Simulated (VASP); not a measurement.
# Sc2H (Pmna) in VASP: relaxation of cell and atoms with PBE

Aim: the relaxation of cell and atoms of Sc2H with PBE.

Program: VASP 6.6.1. These are calculated values, not measurements. Logs are shortened: lines on timing, memory, paths and dates and some standing lists are left out, and cuts for length are marked.

## (1) The cell of the first run

The structure is orthorhombic, space group Pmna (No. 53). The conventional cell has a = 6.135 Å, b = 3.155 Å, c = 5.333 Å, α = 90.00°, β = 90.00°, γ = 90.00°. Sc (site symmetry 2) has 2 H at 2.15 Å within 2.8 Å. Within 2.8 Å of H (site symmetry 2/m) lie 4 Sc at 2.15 Å.

The cell was built from a structure type or drawn by symmetry, and may not be a known phase.

## (2) Relaxation of cell and atoms, PBE

INCAR reads:

```
SYSTEM = Sc2H
PREC = Accurate
ENCUT = 600
EDIFF = 1E-6
ISMEAR = 0
SIGMA = 0.1
LREAL = .FALSE.
LASPH = .TRUE.
NELM = 100
ALGO = Normal
ISIF = 3
LWAVE = .FALSE.
LCHARG = .FALSE.
GGA = PE
IBRION = 2
NSW = 100
EDIFFG = -0.01
```

KPOINTS reads:

```
regular mesh
0
G
  6 12 8
  0 0 0
```

POSCAR reads:

```
Sc2H
1.0
    6.1352606343      0.0000000000      0.0000000000
    0.0000000000      3.1550343160      0.0000000000
    0.0000000000      0.0000000000      5.3328391795
Sc H
4 2
Direct
    0.7500000000      0.2752978012      0.2500000000
    0.7500000000      0.7247021988      0.7500000000
    0.2500000000      0.2752978012      0.2500000000
    0.2500000000      0.7247021988      0.7500000000
    0.0000000000      0.5000000000      0.0000000000
    0.5000000000      0.5000000000      0.5000000000
```

Potentials or basis: VASP PAW PBE potentials, release 64 (Sc_sv, H).

Command:

```console
cat potpaw_PBE.64/Sc_sv/POTCAR potpaw_PBE.64/H/POTCAR > POTCAR
mpirun -np 1 vasp_std > vasp.out
```

OUTCAR:

```text
SYSTEM = Sc2H
   PREC = Accurate
   ENCUT = 600
   EDIFF = 1E-6
   ISMEAR = 0
   LREAL = .FALSE.
   LASPH = .TRUE.
   NELM = 100
   ISIF = 3
   GGA = PE
   IBRION = 2
   NSW = 100
   EDIFFG = -0.01

 ion  position               nearest neighbor table
   1  0.750  0.275  0.250-   5 2.15   6 2.15   2 3.02   2 3.02   3 3.07   3 3.07   2 3.18   2 3.18

   2  0.750  0.725  0.750-   5 2.15   6 2.15   1 3.02   1 3.02   4 3.07   4 3.07   1 3.18   1 3.18

   3  0.250  0.275  0.250-   5 2.15   6 2.15   4 3.02   4 3.02   1 3.07   1 3.07   4 3.18   4 3.18

   4  0.250  0.725  0.750-   5 2.15   6 2.15   3 3.02   3 3.02   2 3.07   2 3.07   3 3.18   3 3.18

   5  0.000  0.500  0.000-   1 2.15   2 2.15   3 2.15   4 2.15
   6  0.500  0.500  0.500-   1 2.15   2 2.15   3 2.15   4 2.15

  LATTYP: Found a simple orthorhombic cell.
 ALAT       =     3.1550343160
 B/A-ratio  =     1.6902634474
 C/A-ratio  =     1.9445939473

  Lattice vectors:

 A1 = (   0.0000000000,   3.1550343160,   0.0000000000)
 A2 = (   0.0000000000,   0.0000000000,   5.3328391795)
 A3 = (   6.1352606343,   0.0000000000,   0.0000000000)

Analysis of symmetry for initial positions (statically):
=====================================================================
 Subroutine PRICEL returns:
 Original cell was already a primitive cell.

 Routine SETGRP: Setting up the symmetry group for a
 simple orthorhombic supercell.

 Subroutine GETGRP returns: Found  8 space group operations
 (whereof  4 operations were pure point group operations)
 out of a pool of  8 trial point group operations.

The static configuration has the point symmetry C_2h.
 The point group associated with its full space group is D_2h.

Analysis of symmetry for dynamics (positions and initial velocities):
=====================================================================
 Subroutine PRICEL returns:
 Original cell was already a primitive cell.

 Routine SETGRP: Setting up the symmetry group for a
 simple orthorhombic supercell.

 Subroutine GETGRP returns: Found  8 space group operations
 (whereof  4 operations were pure point group operations)
 out of a pool of  8 trial point group operations.

The dynamic configuration has the point symmetry C_2h.
 The point group associated with its full space group is D_2h.

 Subroutine INISYM returns: Found  8 space group operations
 (whereof  4 operations are pure point group operations),
 and found     1 'primitive' translations

----------------------------------------------------------------------------------------

                                     Primitive cell

  volume of cell :     103.2275

  direct lattice vectors                    reciprocal lattice vectors
     6.135260634  0.000000000  0.000000000     0.162992261  0.000000000  0.000000000
     0.000000000  3.155034316  0.000000000     0.000000000  0.316953763  0.000000000
     0.000000000  0.000000000  5.332839179     0.000000000  0.000000000  0.187517374

  length of vectors
     6.135260634  3.155034316  5.332839179     0.162992261  0.316953763  0.187517374

  position of ions in fractional coordinates (direct lattice)
     0.750000000  0.275297801  0.250000000
     0.750000000  0.724702199  0.750000000
     0.250000000  0.275297801  0.250000000
     0.250000000  0.724702199  0.750000000
     0.000000000  0.500000000  0.000000000
     0.500000000  0.500000000  0.500000000

  ion indices of the primitive-cell ions
   primitive index   ion index
                 1           1
                 2           2
                 3           3
                 4           4
                 5           5
                 6           6

----------------------------------------------------------------------------------------

 KPOINTS: regular mesh

Automatic generation of k-mesh.
 Grid dimensions read from file:
 generate k-points for:    6   12    8

 Generating k-lattice:

  Cartesian coordinates                     Fractional coordinates (reciprocal lattice)
     0.027165377  0.000000000  0.000000000     0.166666667  0.000000000  0.000000000
     0.000000000  0.026412814  0.000000000     0.000000000  0.083333333  0.000000000
     0.000000000  0.000000000  0.023439672     0.000000000  0.000000000  0.125000000

  Length of vectors
     0.027165377  0.026412814  0.023439672

  Shift w.r.t. Gamma in fractional coordinates (k-lattice)
     0.000000000  0.000000000  0.000000000

 Subroutine IBZKPT returns following result:
 ===========================================

 Found    140 irreducible k-points:

 Following reciprocal coordinates:
            Coordinates               Weight
  0.000000  0.000000  0.000000      1.000000
  0.166667  0.000000  0.000000      2.000000
  0.333333  0.000000  0.000000      2.000000
  0.500000  0.000000  0.000000      1.000000
  0.000000  0.083333  0.000000      2.000000
  0.166667  0.083333  0.000000      4.000000
[... 16 lines left out ...]
  0.333333  0.416667  0.000000      4.000000
  0.500000  0.416667  0.000000      2.000000
 [... further k-points ...]
   k-points           NKPTS =    140   k-points in BZ     NKDIM =    140   number of bands    NBANDS=     27
   number of dos      NEDOS =    301   number of ions     NIONS =      6
   total plane-waves  NPLWV =  67200
   dimension x,y,z NGX =    50 NGY =   28 NGZ =   48
   dimension x,y,z NGXF=   100 NGYF=   56 NGZF=   96
   ions per type =               4   2
   NGX,Y,Z   is equivalent  to a cutoff of  13.55, 14.75, 14.96 a.u.
   NGXF,Y,Z  is equivalent  to a cutoff of  27.10, 29.51, 29.93 a.u.
 SYSTEM =  Sc2H
   PREC   = accura    normal or accurate (medium, high low for compatibility)
   ISTART =      0    job   : 0-new  1-cont  2-samecut
   ICHARG =      2    charge: 1-file 2-atom 10-const
   ISPIN  =      1    spin polarized calculation?
   LNONCOLLINEAR =      F non collinear calculations
   LSORBIT =      F    spin-orbit coupling
   LASPH  =      T    aspherical Exc in radial PAW
   ENCUT  =  600.0 eV  44.10 Ry    6.64 a.u.  12.25  6.30 10.65*2*pi/ulx,y,z
   NELM   =    100;   NELMIN=  2; NELMDL= -5     # of ELM steps
   EDIFF  = 0.1E-05   stopping-criterion for ELM
   LREAL  =      F    real-space projection
   EDIFFG = -.1E-01   stopping-criterion for IOM
   NSW    =    100    number of steps for IOM
   IBRION =      2    ionic relax: 0-MD 1-quasi-New 2-CG
   NFREE  =      1    steps in history (QN), initial steepest desc. (CG)
   ISIF   =      3    stress and relaxation
   ISYM   =      2    0-nonsym 1-usesym 2-fastsym
   POTIM  = 0.5000    time-step for ionic-motion
   TEBEG  =    0.0;   TEEND  =   0.0 temperature during run
   PSTRESS=    0.0 pullay stress
   NELECT =      46.0000    total number of electrons
   NUPDOWN=      -1.0000    fix difference up-down
   EMIN   =  10.00;   EMAX   =-10.00  energy-range for DOS
   EFERMI =   0.00;   METHOD = LEGACY
   ISMEAR =     0;   SIGMA  =   0.10  broadening in eV -4-tet -1-fermi 0-gaus
   EFERMI_NEDOS =   21; number of points for ismear=-14 and -15
   IALGO  =     38    algorithm
   IMIX   =      4    mixing-type and parameters
     AMIX     =   0.40;   BMIX     =  1.00
     AMIX_MAG =   1.60;   BMIX_MAG =  1.00
  volume/ion in A,a.u.               =      17.20       116.10
  Fermi-wavevector in a.u.,A,eV,Ry     =   1.250438  2.362986 21.274012  1.563596
  Thomas-Fermi vector in A             =   2.384432
   LORBIT       =      0    0 simple, 1 ext, 2 COOP (PROOUT), +10 PAW based schemes
   GGA     = PE    functional components
   LHFCALC =     F    Hartree Fock is set to
   AEXX    =    0.0000 exact exchange contribution
   IVDW    =     0    specifies the selected vdW correction
   LEPSILON=     F    determine dielectric tensor
   LRPA    =     F    only Hartree local field effects (RPA)
 conjugate gradient relaxation of ions
 non-spin polarized calculation
 Gauss-broadening in eV      SIGMA  =   0.10
  energy-cutoff  :      600.00
  volume of cell :      103.23
 maximum number of plane-waves:      3489
 NGX is ok and might be reduce to    50
   NGX = 25   NGY = 13   NGZ = 21

--------------------------------------- Ionic step        1  -------------------------------------------

 number of electron      45.9999992 magnetization

 Free energy of the ion-electron system (eV)
  ---------------------------------------------------
  ext. energy  EPLUGINS =         0.00000000
  ---------------------------------------------------
  free energy    TOTEN  =       -31.30319929 eV

  energy without entropy =      -31.26222638  energy(sigma->0) =      -31.28271284

------------------------ aborting loop because EDIFF is reached ----------------------------------------

  FORCE on cell =-STRESS in cart. coord.  units (eV):
  Direction    XX          YY          ZZ          XY          YZ          ZX
  --------------------------------------------------------------------------------------
  -------------------------------------------------------------------------------------
  Total        0.1149259      0.0709541      0.0598781      0.0000000     -0.0000000      0.0000000
  in kB        1.7837456      1.1012659      0.9293583      0.0000000     -0.0000000      0.0000000
  external PRESSURE =       1.2714566 kB  Pullay stress =       0.0000000 kB
[... 65 lines left out ...]
  energy  without entropy=      -31.2623530002  energy(sigma->0) =      -31.28285002

--------------------------------------- Ionic step        3  -------------------------------------------

 number of electron      45.9999993 magnetization

 Free energy of the ion-electron system (eV)
  ---------------------------------------------------
  ext. energy  EPLUGINS =         0.00000000
  ---------------------------------------------------
  free energy    TOTEN  =       -31.30336134 eV

  energy without entropy =      -31.26235765  energy(sigma->0) =      -31.28285950

 E-fermi :   3.7260     XC(G=0):  -9.9008

 val. band max:        3.7210723772   @ k =   0.1667   0.2500   0.2500
 cond. band min:       3.7267940136   @ k =   0.0000   0.2500   0.5000
 fundamental gap:      0.0057216364
 Fermi energy:         3.7260428964

 k-point     1 :       0.0000    0.0000    0.0000
  band No.  band energies     occupation
      1     -45.7933      2.00000
      2     -45.7495      2.00000
      3     -45.7151      2.00000
      4     -45.6744      2.00000
      5     -24.7572      2.00000
      6     -24.6387      2.00000
[... 709 lines left out ...]
     26       4.6800      0.00000
     27       5.0928      0.00000

 [... further k-points ...]
[... 5 lines left out ...]
  --------------------------------------------------------------------------------------
  -------------------------------------------------------------------------------------
  Total       -0.0034841     -0.0227056     -0.0391687      0.0000000      0.0000000      0.0000000
  in kB       -0.0539008     -0.3512680     -0.6059613      0.0000000      0.0000000      0.0000000
  external PRESSURE =      -0.3370434 kB  Pullay stress =       0.0000000 kB
[... 21 lines left out ...]
  FREE ENERGIE OF THE ION-ELECTRON SYSTEM (eV)
  ---------------------------------------------------
  free  energy   TOTEN  =       -31.3033613449 eV

  energy  without entropy=      -31.2623576522  energy(sigma->0) =      -31.28285950

 reached required accuracy - stopping structural energy minimisation
```

Run time: 7.9 min. Hardware: 1 thread of Intel Xeon 6975P-C (Granite Rapids), shared host; peak memory 0.52 GiB.

Results:

```
Free energy                           : -31.3034 eV
Relaxed volume                        : 17.26 Å³/atom
Relaxed cell                          : a = 6.145 Å, b = 3.158 Å, c = 5.337 Å, α = 90.00°, β = 90.00°, γ = 90.00°
Space group after relaxing (to 0.1 Å) : Pmna (No. 53)
Energy gained by relaxing             : 0.0 meV/atom
Ionic steps                           : 3
Pressure after relaxing               : 0.0 GPa
Largest force after relaxing          : 0.008 eV/Å
Band gap on the k mesh                : zero (bands 23 and 24 overlap by 1.32 eV)
```

Forces on the atoms (eV/Å):
```
Sc   0.000 -0.008  0.000
Sc   0.000  0.008  0.000
Sc   0.000 -0.008  0.000
Sc   0.000  0.008  0.000
H    0.000  0.000  0.000
H    0.000  0.000  0.000
```

Step by step:
```
step  energy change (eV)  largest force (eV/Å)  pressure (GPa)  volume (Å³)
   1              0.0000                0.0155            0.13       103.23
   2             -0.0001                0.0113            0.04       103.43
   3             -0.0002                0.0076           -0.03       103.56
```

Final structure:
```cif
data_structure
_symmetry_space_group_name_H-M 'P 1'
_symmetry_Int_Tables_number 1
_cell_length_a 6.1446
_cell_length_b 3.1580
_cell_length_c 5.3371
_cell_angle_alpha 90.000
_cell_angle_beta 90.000
_cell_angle_gamma 90.000
_cell_volume 103.56
loop_
_atom_site_label
_atom_site_type_symbol
_atom_site_fract_x
_atom_site_fract_y
_atom_site_fract_z
_atom_site_occupancy
Sc1 Sc 0.75000 0.27491 0.25000 1
Sc2 Sc 0.75000 0.72509 0.75000 1
Sc3 Sc 0.25000 0.27491 0.25000 1
Sc4 Sc 0.25000 0.72509 0.75000 1
H1 H 0.00000 0.50000 0.00000 1
H2 H 0.50000 0.50000 0.50000 1
```
